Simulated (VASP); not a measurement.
A run of VASP 6.6.1:

File INCAR:

```
SYSTEM = Si16Ge
ALGO = Normal
EDIFF = 1E-6
ENCUT = 520
GGA = PS
ISIF = 2
ISMEAR = 0
LASPH = .True.
LCHARG = .False.
LREAL = Auto
LWAVE = .False.
NBANDS = 53
NELM = 80
PREC = Accurate
SIGMA = 0.05
```

Contents of KPOINTS:

```
k-points
0
Gamma
  2 2 2
  0 0 0
```

POSCAR

```
Si16Ge
1.0
    0.0000000000      5.4300000000      5.4300000000
    5.4300000000      0.0000000000      5.4300000000
    5.4300000000      5.4300000000      0.0000000000
Si Ge
16 1
Direct
    0.0006583794      0.0068491713     -0.0077270718
    0.1139259669      0.1286974217      0.1284373849
   -0.0252406077      0.0075564457      0.5086290055
    0.1192302026      0.1407224678      0.6212110497
    0.0006570902      0.5000421731     -0.0077988950
    0.1344822284      0.6338846225      0.0975923573
    0.0103723757      0.5096230203      0.4700302026
    0.1192123389      0.6183966851      0.6211709024
    0.4898623389     -0.0106039595      0.0313406077
    0.6294021179      0.1287409761      0.1283886740
    0.5094509208      0.0077993554      0.5085586556
    0.6115260589      0.1114308471      0.6661004604
    0.5075232044      0.5000465930     -0.0077931860
    0.6292147330      0.6134530387      0.1285353591
    0.5083837017      0.4745818600      0.5088067219
    0.6415881215      0.6184113260      0.6211726519
    0.3586031308      0.8587598527      0.4246817680
```

Potentials or basis: VASP PAW PBE potentials, release 64 (Si, Ge_d).

The run is started by

```sh
$ cat potpaw_PBE.64/Si/POTCAR potpaw_PBE.64/Ge_d/POTCAR > POTCAR
$ mpirun -np 1 vasp_std > vasp.out
```

Hardware: 1 thread of Intel(R) Xeon(R) 6975P-C (Granite Rapids) (shared host).

**Question.** Estimate the wall time of this run.

**Answer.** Run time: 91 s on 1 thread of Intel(R) Xeon(R) 6975P-C (Granite Rapids), on a shared host, peak memory 0.5 GiB. Counts: scf iterations 13, k points 8.
